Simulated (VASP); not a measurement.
Write the native input for VASP 6.6.1 that does the following.

```yaml
Task: single point
Functional: PBE
Potentials_or_basis: VASP PAW PBE potentials, release 64 (Zr_sv, B)
Cutoff: 520 eV
k_mesh: 15 × 15 × 12
Occupations: gaussian, width 0.1 eV
Spin: no spin polarisation
Dipole_correction: no
Further_INCAR_settings: ALGO = Normal; EDIFF = 1e-06; NBANDS = 16
```

The structure of ZrB2 lies in POSCAR:

```
ZrB2
1.0
    3.1708755064      0.0000000000      0.0000000000
   -1.5854377532      2.7460587408      0.0000000000
    0.0000000000      0.0000000000      3.5424844312
Zr B
1 2
Direct
    0.0000000000      0.0000000000      0.0000000000
    0.3333333333      0.6666666667      0.5000000000
    0.6666666667      0.3333333333      0.5000000000
```

One way to write it, as run:

INCAR

```
PREC = Accurate
ENCUT = 520
EDIFF = 1E-6
ISMEAR = 0
SIGMA = 0.1
LREAL = False
LASPH = True
NELM = 100
ALGO = Normal
ISIF = 2
LWAVE = False
LCHARG = True
GGA = PE
LELF = True
LVHAR = True
NBANDS = 16
```

KPOINTS

```
regular mesh
0
Gamma
  15 15 12
```

Potentials or basis: VASP PAW PBE potentials, release 64 (Zr_sv, B).

The run is started by

```sh
$ cat potpaw_PBE.64/Zr_sv/POTCAR potpaw_PBE.64/B/POTCAR > POTCAR
$ mpirun -np 1 vasp_std > vasp.out
```

Results of the run:

The pressure is 0.2 GPa and the band gap on the k mesh is zero (band 9 reaches 11.27 eV, above the bottom of band 10 at 10.26 eV).

It took 86 s on 1 thread of AMD EPYC 7R43 64-Core Processor (Zen 3), on a shared host, peak memory 0.17 GiB.
